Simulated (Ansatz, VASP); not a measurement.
**Two plane-wave programs on Y**

```
Y
1.0
     3.19106    0.00000    0.00000
     0.00000    3.19106    0.00000
     0.00000    0.00000    3.19106
Y
1
Direct
  0.00000 0.00000 0.00000
```

Change from the starting cell: volume scaled by 1, PAW files.

Alike in both runs: task single point; functional PBEsol; k mesh 12 × 12 × 12; occupations fermi-dirac, width 0.08 eV; no spin polarisation.

```csv
,VASP,Ansatz
version,VASP 6.6.1,Ansatz 0.2.0
potentials or method,"VASP PAW PBE potentials, release 64 (Y_sv)","PAW with Ansatz's default frozen-core files, scalar-relativistic"
plane-wave cutoff (eV),520,420
valence electrons in the cell,11,11
```

```csv
,VASP,Ansatz,Ansatz less VASP
pressure (GPa),0.0,0.0,+0.03
```

VASP's potentials were made for PBE, not for PBEsol.
